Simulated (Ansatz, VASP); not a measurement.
**One calculation of Cr, two programs**

File INCAR:

```
SYSTEM = Cr
PREC = Accurate
ENCUT = 600
EDIFF = 1E-6
ISMEAR = 0
SIGMA = 0.1
LREAL = .False.
LASPH = .True.
NELM = 80
ALGO = Normal
ISIF = 3
LWAVE = .False.
LCHARG = .False.
GGA = PE
IBRION = 2
NSW = 100
EDIFFG = -0.005
```

File KPOINTS:

```
Automatic mesh
0
Gamma
  20 20 20
  0 0 0
```

POSCAR

```
Cr
1.0
   -1.4248462202      1.4248462202      1.4248462202
    1.4248462202     -1.4248462202      1.4248462202
    1.4248462202      1.4248462202     -1.4248462202
Cr
1
Direct
    0.0000000000      0.0000000000      0.0000000000
```

Input for Ansatz:

```yaml
crystal:
  lattice:
    - [-1.4248462202, 1.4248462202, 1.4248462202]
    - [1.4248462202, -1.4248462202, 1.4248462202]
    - [1.4248462202, 1.4248462202, -1.4248462202]
  atoms:
    - { symbol: Cr, position: [0.0, 0.0, 0.0] }
basis:
  ecutwfc: 420
kpoints:
  mp_grid: { grid: [20, 20, 20] }
hamiltonian:
  xc: pbe
scf:
  occupations: { method: gaussian, width: 0.1 }
output:
  forces: true
  stress: true
  eigenvalues: true
  write_density: true
  write_potential: true
  elf: true
  volumetric_format: npy
relax:
  adjacent_minimum: "off"
  f_tol: 0.005
  max_steps: 80
  cell: { stress_tol: 0.05 }
```

Alike in both runs: task relaxation of cell and atoms; functional PBE; k mesh 20 × 20 × 20; occupations gaussian, width 0.1 eV; no spin polarisation.

|  | VASP | Ansatz |
| --- | --- | --- |
| version | VASP 6.6.1 | Ansatz 0.2.0 |
| potentials or method | VASP PAW PBE potentials, release 64 (Cr_pv), cutoff 600 eV | scalar-relativistic, plane waves, PAW |
| valence electrons in the cell | 12 | 14 |

VASP gave:

```
gap on the k mesh at the Fermi level, each at its own relaxed structure (eV) : none
relaxed volume (Å³/atom)                                                     : 11.52
relaxed cell length with the largest relative difference (Å)                 : 2.465
```

Task: Which values does Ansatz return?

Result: gap on the k mesh at the Fermi level, each at its own relaxed structure (eV): none; relaxed volume (Å³/atom): 11.55; relaxed cell length with the largest relative difference (Å): 2.466.

A gap of «none» marks a metal or a gap that the smearing closes. VASP's potentials hold 12 valence electrons a cell and Ansatz's 14, so a difference there can come from the potentials and not from the codes.
